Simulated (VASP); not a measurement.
# Al4As (Im-3m) in VASP: further runs

The runs below take Al4As through relaxation of cell and atoms, single point, with PBE.

All numbers are computed with VASP 6.6.1; they aren't measurements. Logs are shortened: lines on timing, memory, paths and dates and some standing lists are left out, and cuts for length are marked.

## (1) The cell of the first run

The structure is cubic, space group Im-3m (No. 229). The conventional cell has a = 5.479 Å, b = 5.479 Å, c = 5.479 Å, α = 90.00°, β = 90.00°, γ = 90.00°. Al (site symmetry -3m) has 2 As at 2.37 Å and 6 Al at 2.74 Å within 3.1 Å. As (site symmetry m-3m) has 8 Al at 2.37 Å within 3.1 Å.

The cell was generated, and may not be a known phase.

## (2) Relaxation of cell and atoms, PBE

File INCAR:

```
PREC = Accurate ; ENCUT = 600
EDIFF = 1E-6 ; ISMEAR = 0
SIGMA = 0.1 ; LREAL = F
LASPH = T ; NELM = 100
ALGO = Fast ; ISIF = 3
LWAVE = F ; LCHARG = F
GGA = PE ; IBRION = 2
NSW = 90 ; EDIFFG = -0.04
```

File KPOINTS:

```
Automatic mesh
0
Gamma
  4 4 4
```

File POSCAR:

```
Al4As
1.0
   -2.7397346000      2.7397346000      2.7397346000
    2.7397346000     -2.7397346000      2.7397346000
    2.7397346000      2.7397346000     -2.7397346000
Al As
4 1
Direct
    0.5000000000      0.5000000000      0.5000000000
    0.5000000000      0.0000000000      0.0000000000
    0.0000000000      0.0000000000      0.5000000000
    0.0000000000      0.5000000000      0.0000000000
    0.0000000000      0.0000000000      0.0000000000
```

Potentials or basis: VASP PAW PBE potentials, release 64 (Al, As).

Started as:

```
cat potpaw_PBE.64/Al/POTCAR potpaw_PBE.64/As/POTCAR > POTCAR
mpirun -np 1 vasp_std > vasp.out
```

OUTCAR:

```text
PREC = Accurate
   ENCUT = 600
   EDIFF = 1E-6
   ISMEAR = 0
   LREAL = F
   LASPH = T
   NELM = 100
   ISIF = 3
   GGA = PE
   IBRION = 2
   NSW = 90
   EDIFFG = -0.04

 ion  position               nearest neighbor table
   1  0.500  0.500  0.500-   5 2.37   5 2.37   4 2.74   2 2.74   2 2.74   4 2.74   3 2.74   3 2.74

   2  0.500  0.000  0.000-   5 2.37   5 2.37   4 2.74   1 2.74   1 2.74   3 2.74   3 2.74   4 2.74

   3  0.000  0.000  0.500-   5 2.37   5 2.37   4 2.74   1 2.74   2 2.74   4 2.74   2 2.74   1 2.74

   4  0.000  0.500  0.000-   5 2.37   5 2.37   3 2.74   1 2.74   2 2.74   3 2.74   1 2.74   2 2.74

   5  0.000  0.000  0.000-   1 2.37   2 2.37   3 2.37   4 2.37   3 2.37   4 2.37   2 2.37   1 2.37

  LATTYP: Found a body centered cubic cell.
 ALAT       =     5.4794692000

  Lattice vectors:

 A1 = (  -2.7397346000,   2.7397346000,   2.7397346000)
 A2 = (   2.7397346000,  -2.7397346000,   2.7397346000)
 A3 = (   2.7397346000,   2.7397346000,  -2.7397346000)

Analysis of symmetry for initial positions (statically):
=====================================================================
 Subroutine PRICEL returns:
 Original cell was already a primitive cell.

 Routine SETGRP: Setting up the symmetry group for a
 body centered cubic supercell.

 Subroutine GETGRP returns: Found 48 space group operations
 (whereof 48 operations were pure point group operations)
 out of a pool of 48 trial point group operations.

The static configuration has the point symmetry O_h .

Analysis of symmetry for dynamics (positions and initial velocities):
=====================================================================
 Subroutine PRICEL returns:
 Original cell was already a primitive cell.

 Routine SETGRP: Setting up the symmetry group for a
 body centered cubic supercell.

 Subroutine GETGRP returns: Found 48 space group operations
 (whereof 48 operations were pure point group operations)
 out of a pool of 48 trial point group operations.

The dynamic configuration has the point symmetry O_h .

 Subroutine INISYM returns: Found 48 space group operations
 (whereof 48 operations are pure point group operations),
 and found     1 'primitive' translations

----------------------------------------------------------------------------------------

                                     Primitive cell

  volume of cell :      82.2594

  direct lattice vectors                    reciprocal lattice vectors
    -2.739734600  2.739734600  2.739734600     0.000000000  0.182499429  0.182499429
     2.739734600 -2.739734600  2.739734600     0.182499429  0.000000000  0.182499429
[... 67 lines left out ...]
   ICHARG =      2    charge: 1-file 2-atom 10-const
   ISPIN  =      1    spin polarized calculation?
   LNONCOLLINEAR =      F non collinear calculations
   LSORBIT =      F    spin-orbit coupling
   LASPH  =      T    aspherical Exc in radial PAW
   ENCUT  =  600.0 eV  44.10 Ry    6.64 a.u.   9.48  9.48  9.48*2*pi/ulx,y,z
   NELM   =    100;   NELMIN=  2; NELMDL= -5     # of ELM steps
   EDIFF  = 0.1E-05   stopping-criterion for ELM
   LREAL  =      F    real-space projection
   EDIFFG = -.4E-01   stopping-criterion for IOM
   NSW    =     90    number of steps for IOM
   IBRION =      2    ionic relax: 0-MD 1-quasi-New 2-CG
   NFREE  =      1    steps in history (QN), initial steepest desc. (CG)
   ISIF   =      3    stress and relaxation
   ISYM   =      2    0-nonsym 1-usesym 2-fastsym
   POTIM  = 0.5000    time-step for ionic-motion
   TEBEG  =    0.0;   TEEND  =   0.0 temperature during run
   PSTRESS=    0.0 pullay stress
   NELECT =      17.0000    total number of electrons
   NUPDOWN=      -1.0000    fix difference up-down
   EMIN   =  10.00;   EMAX   =-10.00  energy-range for DOS
   EFERMI =   0.00;   METHOD = LEGACY
   ISMEAR =     0;   SIGMA  =   0.10  broadening in eV -4-tet -1-fermi 0-gaus
   EFERMI_NEDOS =   21; number of points for ismear=-14 and -15
   IALGO  =     68    algorithm
   IMIX   =      4    mixing-type and parameters
     AMIX     =   0.40;   BMIX     =  1.00
     AMIX_MAG =   1.60;   BMIX_MAG =  1.00
  volume/ion in A,a.u.               =      16.45       111.02
  Fermi-wavevector in a.u.,A,eV,Ry     =   0.967897  1.829061 12.746282  0.936825
  Thomas-Fermi vector in A             =   2.097822
   LORBIT       =      0    0 simple, 1 ext, 2 COOP (PROOUT), +10 PAW based schemes
   GGA     = PE    functional components
   LHFCALC =     F    Hartree Fock is set to
   AEXX    =    0.0000 exact exchange contribution
   IVDW    =     0    specifies the selected vdW correction
   LEPSILON=     F    determine dielectric tensor
   LRPA    =     F    only Hartree local field effects (RPA)
 conjugate gradient relaxation of ions
 non-spin polarized calculation
 RMM-DIIS sequential band-by-band and
 Gauss-broadening in eV      SIGMA  =   0.10
  energy-cutoff  :      600.00
  volume of cell :       82.26
 maximum number of plane-waves:      2760
 NGX is ok and might be reduce to    40
   NGX = 19   NGY = 19   NGZ = 19

--------------------------------------- Ionic step        1  -------------------------------------------

 number of electron      17.0000000 magnetization

 Free energy of the ion-electron system (eV)
  ---------------------------------------------------
  ext. energy  EPLUGINS =         0.00000000
  ---------------------------------------------------
  free energy    TOTEN  =       -16.08760883 eV

  energy without entropy =      -16.06733831  energy(sigma->0) =      -16.07747357

 E-fermi :   7.9642     XC(G=0): -10.2736

 val. band max:        7.8162673021   @ k =   0.2500   0.2500   0.2500
 cond. band min:       7.9892358202   @ k =   0.2500   0.0000   0.0000
 fundamental gap:      0.1729685181
 Fermi energy:         7.9641984115

 k-point     1 :       0.0000    0.0000    0.0000
  band No.  band energies     occupation
      1      -6.8559      2.00000
      2       1.8058      2.00000
      3       1.8058      2.00000
      4       1.8058      2.00000
      5       2.3636      2.00000
      6       6.0712      2.00000
      7       6.0712      2.00000
      8       6.0712      2.00000
      9       6.8648      2.00000
     10       6.8648      2.00000
     11       6.8648      2.00000
     12       9.0289      0.00000
[... 219 lines left out ...]
--------------------------------------- Ionic step        4  -------------------------------------------

 number of electron      17.0000000 magnetization

 Free energy of the ion-electron system (eV)
  ---------------------------------------------------
  ext. energy  EPLUGINS =         0.00000000
  ---------------------------------------------------
  free energy    TOTEN  =       -17.75262057 eV

  energy without entropy =      -17.72473749  energy(sigma->0) =      -17.73867903

 E-fermi :   5.2953     XC(G=0):  -9.2705

 val. band max:        5.2628694911   @ k =   0.5000   0.0000   0.0000
 cond. band min:       5.3103178048   @ k =   0.2500   0.0000   0.0000
 fundamental gap:      0.0474483137
 Fermi energy:         5.2953093278

 k-point     1 :       0.0000    0.0000    0.0000
  band No.  band energies     occupation
      1      -7.7466      2.00000
      2      -0.0254      2.00000
      3       0.3026      2.00000
      4       0.3026      2.00000
      5       0.3026      2.00000
      6       3.0954      2.00000
      7       3.0954      2.00000
      8       3.0954      2.00000
      9       4.5961      2.00000
     10       4.5961      2.00000
     11       4.5961      2.00000
     12       7.1828      0.00000
[... 135 lines left out ...]
  FREE ENERGIE OF THE ION-ELECTRON SYSTEM (eV)
  ---------------------------------------------------
  free  energy   TOTEN  =       -17.7526205733 eV

  energy  without entropy=      -17.7247374941  energy(sigma->0) =      -17.73867903

 reached required accuracy - stopping structural energy minimisation
```

Run time: 28 s. Hardware: 1 thread of Intel Xeon 6975P-C (Granite Rapids), shared host; peak memory 0.23 GiB.

Results:

* Free energy: -17.7526 eV
* Relaxed volume: 21.59 Å³/atom
* Relaxed cell: a = 5.195 Å, b = 5.195 Å, c = 5.195 Å, α = 109.47°, β = 109.47°, γ = 109.47°
* Space group after relaxing (to 0.1 Å): Im-3m (No. 229)
* Energy gained by relaxing: 333.0 meV/atom
* Ionic steps: 4
* Pressure after relaxing: 0.0 GPa
* Band gap on the k mesh: zero (an odd number of electrons rules out a gap without spin polarisation)

Step by step:
| step | energy change (eV) | largest force (eV/Å) | pressure (GPa) | volume (Å³) |
| --- | --- | --- | --- | --- |
| 1 | 0.0000 | 0.0000 | 26.70 | 82.26 |
| 2 | -1.4924 | 0.0000 | -4.37 | 119.40 |
| 3 | -1.6645 | 0.0000 | 0.30 | 107.25 |
| 4 | -1.6650 | 0.0000 | -0.04 | 107.94 |

Final structure:
```cif
data_structure
_symmetry_space_group_name_H-M 'P 1'
_symmetry_Int_Tables_number 1
_cell_length_a 5.1951
_cell_length_b 5.1951
_cell_length_c 5.1951
_cell_angle_alpha 109.471
_cell_angle_beta 109.471
_cell_angle_gamma 109.471
_cell_volume 107.94
loop_
_atom_site_label
_atom_site_type_symbol
_atom_site_fract_x
_atom_site_fract_y
_atom_site_fract_z
_atom_site_occupancy
Al1 Al 0.50000 0.50000 0.50000 1
Al2 Al 0.50000 0.00000 0.00000 1
Al3 Al 0.00000 0.00000 0.50000 1
Al4 Al 0.00000 0.50000 0.00000 1
As1 As 0.00000 0.00000 0.00000 1
```

Levels at points of the mesh, in eV from the Fermi level:
```tsv
k point	band 4	band 5	band 6	band 7	band 8	band 9	band 10	band 11	band 12
(0.00, 0.00, 0.00)	-4.99	-4.99	-2.20	-2.20	-2.20	-0.70	-0.70	-0.70	1.89
(0.50, 0.00, 0.00)	-4.99	-4.39	-3.51	-0.32	-0.03	0.03	0.77	2.14	2.62
(0.50, 0.50, 0.50)	-7.01	-3.50	-3.50	0.89	0.89	0.89	0.89	0.89	0.89
```

Caveat: the k points lie up to 0.37 Å⁻¹ apart in the final cell, too coarse for converged energies and pressures of a metal; the volume moved by over 15 % at a fixed basis, so the end points are rough.

## (3) Single point, PBE

This run uses another cell than the first one, of 21.51 Å³/atom.

File INCAR:

```
ALGO     = Normal         # electronic algorithm
EDIFF    = 1E-6           # SCF threshold, eV
ENCUT    = 520            # plane-wave cutoff, eV
GGA      = PE             # functional
ISIF     = 2              # what is computed and relaxed
ISMEAR   = 0              # smearing method
LASPH    = True           # aspherical terms in the spheres
LCHARG   = False          # write CHGCAR
LREAL    = False          # projectors in reciprocal space
LWAVE    = False          # write WAVECAR
NBANDS   = 16             # bands
NELM     = 100            # most SCF steps
PREC     = Accurate       # precision mode
SIGMA    = 0.1            # smearing width, eV
```

File KPOINTS:

```
k-points
0
Gamma
  10 10 10
```

Edit POSCAR of step 2 so:

```diff
@@ -2,5 +2,5 @@
 1.0
-   -2.7397346000      2.7397346000      2.7397346000
-    2.7397346000     -2.7397346000      2.7397346000
-    2.7397346000      2.7397346000     -2.7397346000
+   -2.9957437637      2.9957437637      2.9957437637
+    2.9957437637     -2.9957437637      2.9957437637
+    2.9957437637      2.9957437637     -2.9957437637
 Al As
```

Potentials or basis: VASP PAW PBE potentials, release 64 (Al, As).

Started as:

```
cat potpaw_PBE.64/Al/POTCAR potpaw_PBE.64/As/POTCAR > POTCAR
mpirun -np 1 vasp_std > vasp.out
```

Wall time 37 s (1 thread of Intel Xeon 6975P-C (Granite Rapids), shared host); peak memory 0.27 GiB.

Results (log left out):

- Free energy: -17.5598 eV
- Pressure: 0.1 GPa
- Band gap on the k mesh: zero (an odd number of electrons rules out a gap without spin polarisation)

Levels at points of the mesh, in eV from the Fermi level:
```tsv
k point	band 4	band 5	band 6	band 7	band 8	band 9	band 10	band 11	band 12	band 13
(0.00, 0.00, 0.00)	-5.06	-5.06	-2.27	-2.27	-2.27	-0.78	-0.78	-0.78	1.81	1.81
(0.50, 0.00, 0.00)	-5.06	-4.47	-3.59	-0.39	-0.09	-0.04	0.70	2.07	2.35	2.75
(0.50, 0.50, 0.50)	-7.09	-3.59	-3.59	0.82	0.82	0.82	0.84	0.84	0.84	2.66
```

## (4) Relaxation of cell and atoms, PBE

This run uses another cell than the first one, of 21.42 Å³/atom.

File INCAR:

```
SYSTEM = Al4As
  ALGO = Fast
  EDIFF = 1E-7
  EDIFFG = -0.01
  ENCUT = 600
  GGA = PE
  IBRION = 2
  ISIF = 3
  ISMEAR = 0
  LASPH = .TRUE.
  LCHARG = .FALSE.
  LREAL = .FALSE.
  LWAVE = .FALSE.
  NELM = 100
  NSW = 100
  PREC = Accurate
  SIGMA = 0.1
```

File KPOINTS:

```
k-points
0
G
  10 10 10
  0 0 0
```

Edit POSCAR of step 3 so:

```diff
@@ -2,5 +2,5 @@
 1.0
-   -2.9957437637      2.9957437637      2.9957437637
-    2.9957437637     -2.9957437637      2.9957437637
-    2.9957437637      2.9957437637     -2.9957437637
+   -2.9916319024      2.9916319024      2.9916319024
+    2.9916319024     -2.9916319024      2.9916319024
+    2.9916319024      2.9916319024     -2.9916319024
 Al As
```

Started as:

```
cat potpaw_PBE.64/Al/POTCAR potpaw_PBE.64/As/POTCAR > POTCAR
mpirun -np 1 vasp_std > vasp.out
```

Run time: 66 s. Hardware: 1 thread of Intel Xeon 6975P-C (Granite Rapids), shared host; peak memory 0.31 GiB.

It converged, with:

```
Free energy                           : -17.5601 eV
Relaxed volume                        : 21.55 Å³/atom
Relaxed cell                          : a = 5.192 Å, b = 5.192 Å, c = 5.192 Å, α = 109.47°, β = 109.47°, γ = 109.47°
Space group after relaxing (to 0.1 Å) : Im-3m (No. 229)
Energy gained by relaxing             : 0.1 meV/atom
Ionic steps                           : 2
Pressure after relaxing               : 0.0 GPa
Band gap on the k mesh                : zero (an odd number of electrons rules out a gap without spin polarisation)
```

The path:
| step | energy change (eV) | largest force (eV/Å) | pressure (GPa) | volume (Å³) |
| --- | --- | --- | --- | --- |
| 1 | 0.0000 | 0.0000 | 0.31 | 107.10 |
| 2 | -0.0006 | 0.0000 | -0.01 | 107.73 |

Final structure:
```cif
data_structure
_symmetry_space_group_name_H-M 'P 1'
_symmetry_Int_Tables_number 1
_cell_length_a 5.1919
_cell_length_b 5.1919
_cell_length_c 5.1919
_cell_angle_alpha 109.471
_cell_angle_beta 109.471
_cell_angle_gamma 109.471
_cell_volume 107.73
loop_
_atom_site_label
_atom_site_type_symbol
_atom_site_fract_x
_atom_site_fract_y
_atom_site_fract_z
_atom_site_occupancy
Al1 Al 0.50000 0.50000 0.50000 1
Al2 Al 0.50000 0.00000 0.00000 1
Al3 Al 0.00000 0.00000 0.50000 1
Al4 Al 0.00000 0.50000 0.00000 1
As1 As 0.00000 0.00000 0.00000 1
```

Levels at points of the mesh, in eV from the Fermi level:
```tsv
k point	band 6	band 7	band 8	band 9	band 10	band 11
(0.00, 0.00, 0.00)	-2.27	-2.27	-2.27	-0.78	-0.78	-0.78
(0.50, 0.00, 0.00)	-3.59	-0.39	-0.08	-0.04	0.70	2.07
(0.50, 0.50, 0.50)	-3.58	0.82	0.82	0.82	0.84	0.84
```

## (5) Summary

```csv
task,cell,k mesh,cutoff (eV),gap on the mesh (eV),pressure (GPa),relaxed volume (Å³/atom)
relaxation of cell and atoms,"relaxed from a = 4.745 Å, angles 109.5°, 5 atoms",4 × 4 × 4,600,none,0.0,21.59
single point,"a = 5.189 Å, angles 109.5°, 5 atoms",10 × 10 × 10,520,none,0.1,-
relaxation of cell and atoms,"relaxed from a = 5.182 Å, angles 109.5°, 5 atoms",10 × 10 × 10,600,none,0.0,21.55
```

Alike in all rows: level PBE; potentials or basis VASP PAW PBE potentials, release 64 (Al, As); no spin polarisation; smearing gaussian 0.1 eV.

Caveats: some runs use coarse meshes; the volume moved by over 15 % at a fixed basis, so the end points are rough (at least some runs).

Total energies depend on the potentials used, so only differences within one code and one set of settings carry meaning.

The gap in the log of VASP goes by the Fermi energy; the results here count the filled bands.